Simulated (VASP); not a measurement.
# Li2Se in VASP: notebook, part 2 of 2

VASP 6.6.1. Earlier steps stand in the parts before.

## Step 5: Single point, PBEsol (z stretched by +0.5 %, x and y held)

The input, INCAR:

```
  PREC = Accurate
  ENCUT = 750
  EDIFF = 1E-6
  ISMEAR = 0
  SIGMA = 0.01
  LREAL = F
  LASPH = T
  NELM = 120
  ALGO = Normal
  ISIF = 2
  LWAVE = F
  LCHARG = F
  GGA = PS
  NBANDS = 13
  GGA_COMPAT = F
```

The input, KPOINTS:

```
Automatic mesh
0
Gamma
  6 6 6
```

The input, POSCAR:

```
Li2Se
1.0
    0.0000000000      2.9723761877      2.9872380687
    2.9723761877      0.0000000000      2.9872380687
    2.9723761877      2.9723761877      0.0000000000
Li Se
2 1
Direct
    0.2500000000      0.2500000000      0.2500000000
    0.7500000000      0.7500000000      0.7500000000
    0.0000000000      0.0000000000      0.0000000000
```

Potentials or basis: VASP PAW PBE potentials, release 64 (Li_sv, Se).

Started as:

```bash
$ cat potpaw_PBE.64/Li_sv/POTCAR potpaw_PBE.64/Se/POTCAR > POTCAR
$ mpirun -np 1 vasp_std > vasp.out
```

OUTCAR:

```text
PREC = Accurate
   ENCUT = 750
   EDIFF = 1E-6
   ISMEAR = 0
   LREAL = F
   LASPH = T
   NELM = 120
   ISIF = 2
   GGA = PS

 ion  position               nearest neighbor table
   1  0.250  0.250  0.250-   3 2.58   3 2.58   3 2.58   3 2.58
   2  0.750  0.750  0.750-   3 2.58   3 2.58   3 2.58   3 2.58
   3  0.000  0.000  0.000-   2 2.58   2 2.58   2 2.58   1 2.58   2 2.58   1 2.58   1 2.58   1 2.58

  LATTYP: Found a body centered tetragonal cell.
 ALAT       =     4.2035747171
 C/A-ratio  =     1.4212846302

  Lattice vectors:

 A1 = (  -2.9723761877,   0.0000000000,   2.9872380687)
 A2 = (   2.9723761877,   0.0000000000,   2.9872380687)
 A3 = (   0.0000000000,   2.9723761877,  -2.9872380687)

Analysis of symmetry for initial positions (statically):
=====================================================================
 Subroutine PRICEL returns:
 Original cell was already a primitive cell.

 Routine SETGRP: Setting up the symmetry group for a
 body centered tetragonal supercell.

 Subroutine GETGRP returns: Found 16 space group operations
[... 172 lines left out ...]
 fundamental gap:      2.8009264818
 Fermi energy:         1.2559605769

 k-point     1 :       0.0000    0.0000    0.0000
  band No.  band energies     occupation
      1     -42.9159      2.00000
      2     -42.8875      2.00000
      3     -10.4142      2.00000
      4       1.0518      2.00000
      5       1.0686      2.00000
      6       1.0686      2.00000
      7       4.4063      0.00000
      8       6.6344      0.00000
      9       6.6344      0.00000
     10       6.6523      0.00000
     11      11.6358      0.00000
     12      11.7209      0.00000
     13      11.8965      0.00000
[... 354 lines left out ...]
  band No.  band energies     occupation
      1     -42.9050      2.00000
      2     -42.8971      2.00000
      3      -9.9410      2.00000
      4      -1.2521      2.00000
      5      -0.5997      2.00000
      6      -0.2508      2.00000
      7       4.6700      0.00000
      8       7.6896      0.00000
      9       9.5708      0.00000
     10       9.8665      0.00000
     11      11.9385      0.00000
     12      12.7667      0.00000
     13      13.4661      0.00000

 [... further k-points ...]
[... 5 lines left out ...]
  --------------------------------------------------------------------------------------
  -------------------------------------------------------------------------------------
  Total       -0.0238288     -0.0238288     -0.1055407      0.0000000      0.0000000      0.0000000
  in kB       -0.7232790     -0.7232790     -3.2034875      0.0000000      0.0000000      0.0000000
  external PRESSURE =      -1.5500152 kB  Pullay stress =       0.0000000 kB

 VOLUME and BASIS-vectors are now :
 -----------------------------------------------------------------------------
  energy-cutoff  :      750.00
  volume of cell :       52.78
      direct lattice vectors                 reciprocal lattice vectors
     0.000000000  2.972376188  2.987238069    -0.168215585  0.168215585  0.167378692
     2.972376188  0.000000000  2.987238069     0.168215585 -0.168215585  0.167378692
     2.972376188  2.972376188  0.000000000     0.168215585  0.168215585 -0.167378692

 POSITION                                       TOTAL-FORCE (eV/Angst)
 -----------------------------------------------------------------------------------
      1.48619      1.48619      1.49362         0.000000      0.000000     -0.000000
      4.45856      4.45856      4.48086        -0.000000     -0.000000      0.000000
      0.00000      0.00000      0.00000         0.000000     -0.000000      0.000000
 -----------------------------------------------------------------------------------
    total drift:                                0.000000     -0.000000      0.000000

  FREE ENERGIE OF THE ION-ELECTRON SYSTEM (eV)
  ---------------------------------------------------
  free  energy   TOTEN  =       -11.5593038231 eV

  energy  without entropy=      -11.5593038231  energy(sigma->0) =      -11.55930382
```

Run time: 91 s. Hardware: 1 thread of Intel Xeon 8259CL, shared host; peak memory 0.25 GiB.

Results:

```
Free energy            : -11.5593 eV
Pressure               : -0.2 GPa
Band gap on the k mesh : 2.80 eV (least direct gap 3.34 eV)
```

Caveat: the cell differs from its parent crystal (z stretched by +0.5 %, x and y held); the PAW data sets were made with another functional, which shifts forces and pressure a little.

## Step 6: Single point, PBEsol (equal xy, yz and zx engineering shears of -0.5 %)

The input, INCAR:

```
SYSTEM = Li2Se
PREC = Accurate ; ENCUT = 750
EDIFF = 1E-6 ; ISMEAR = 0
SIGMA = 0.01 ; LREAL = .FALSE.
LASPH = .TRUE. ; NELM = 120
ALGO = Normal ; ISIF = 2
LWAVE = .FALSE. ; LCHARG = .FALSE.
GGA = PS ; NBANDS = 13
GGA_COMPAT = .FALSE.
```

The input, KPOINTS:

```
Automatic mesh
0
G
  6 6 6
  0 0 0
```

The input, POSCAR:

```
Li2Se
1.0
   -0.0148618809      2.9649452473      2.9649452473
    2.9649452473     -0.0148618809      2.9649452473
    2.9649452473      2.9649452473     -0.0148618809
Li Se
2 1
Direct
    0.2504357086      0.2504357086      0.2504357086
    0.7495642914      0.7495642914      0.7495642914
    0.0000000000      0.0000000000      0.0000000000
```

Potentials or basis: VASP PAW PBE potentials, release 64 (Li_sv, Se).

Started as:

```bash
$ cat potpaw_PBE.64/Li_sv/POTCAR potpaw_PBE.64/Se/POTCAR > POTCAR
$ mpirun -np 1 vasp_std > vasp.out
```

It took 81 s on 1 thread of Intel Xeon 8259CL, shared host; peak memory 0.25 GiB.

Results (log left out):

- Free energy: -11.5591 eV
- Pressure: 0.0 GPa
- Band gap on the k mesh: 2.79 eV (least direct gap 3.34 eV)

Stress tensor (GPa, compression positive):
```
0.02 0.14 0.14
0.14 0.02 0.14
0.14 0.14 0.02
```

Levels at points of the mesh, in eV from the valence-band top:
| k point | band 2 | band 3 | band 4 | band 5 | band 6 | band 7 | band 8 | band 9 | band 10 | band 11 |
| --- | --- | --- | --- | --- | --- | --- | --- | --- | --- | --- |
| (0.00, 0.00, 0.00) | -43.97 | -11.51 | -0.03 | -0.03 | 0.00 | 3.34 | 5.53 | 5.53 | 5.62 | 10.61 |
| (0.50, 0.00, 0.00) | -43.98 | -11.13 | -3.07 | -0.58 | -0.56 | 5.12 | 5.88 | 5.91 | 7.88 | 11.49 |
| (0.50, 0.50, 0.00) | -43.97 | -11.01 | -2.39 | -1.56 | -1.52 | 2.79 | 6.18 | 10.39 | 10.40 | 11.60 |
| (0.50, 0.50, 0.50) | -43.98 | -11.11 | -3.06 | -0.60 | -0.60 | 5.11 | 5.84 | 5.84 | 7.88 | 11.60 |

Caveat: the cell differs from its parent crystal (equal xy, yz and zx engineering shears of -0.5 %); the PAW data sets were made with another functional, which shifts forces and pressure a little.

## Step 7: The runs side by side

| cell | gap on the mesh (eV) | pressure (GPa) |
| --- | --- | --- |
| a = 4.183 Å, angles 60.0°, 3 atoms | 2.79 | 0.6 |
| a = 4.225 Å, angles 60.0°, 3 atoms | 2.82 | -0.5 |
| a = 4.193, b = 4.193, c = 4.204 Å, angles 59.9, 59.9, 60.2°, 3 atoms | 2.78 | 0.2 |
| a = 4.214, b = 4.214, c = 4.204 Å, angles 60.1, 60.1, 59.8°, 3 atoms | 2.80 | -0.2 |
| a = 4.193 Å, angles 60.3°, 3 atoms | 2.79 | 0.0 |

Alike in all rows: task single point; level PBEsol; potentials or basis VASP PAW PBE potentials, release 64 (Li_sv, Se); no spin polarisation; k mesh 6 × 6 × 6; cutoff (eV) 750; smearing gaussian 0.01 eV.

Caveats: the PAW data sets were made with another functional, which shifts forces and pressure a little.

Absolute energies hang on the potentials; compare differences alone.
